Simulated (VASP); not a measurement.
YAu, 2 atoms in the cell. Symmetry: Pm-3m, No. 221, cubic system. The conventional cell has a = 3.674 Å, b = 3.674 Å, c = 3.674 Å, α = 90.00°, β = 90.00°, γ = 90.00°. Y (site symmetry m-3m) has 8 Au at 3.18 Å and 6 Y at 3.67 Å within 4.2 Å. Within 4.2 Å of Au (site symmetry m-3m) lie 8 Y at 3.18 Å and 6 Au at 3.67 Å. 

```yaml
Program: VASP 6.6.1
Task: single point
Functional: LDA
Potentials_or_basis: VASP PAW LDA potentials, release 64 (Y_sv, Au)
Cutoff: 500 eV
k_mesh: 7 × 7 × 7
Occupations: methfessel-paxton, width 0.1 eV
Spin: no spin polarisation
Dipole_correction: no
Further_INCAR_settings: ALGO = Normal; EDIFF = 1e-06; NBANDS = 18
```

Potentials or basis: VASP PAW LDA potentials, release 64 (Y_sv, Au).

The run is started by

```bash
$ cat potpaw_LDA.64/Y_sv/POTCAR potpaw_LDA.64/Au/POTCAR > POTCAR
$ mpirun -np 1 vasp_std > vasp.out
```

Hardware: 1 thread of Intel Xeon 8259CL (shared host).

**Question.** Estimate the wall time of this run.

**Answer.** Wall time 34 s on 1 thread of Intel Xeon 8259CL, on a shared host, peak memory 0.16 GiB. Counts: scf iterations 13, k points 20.
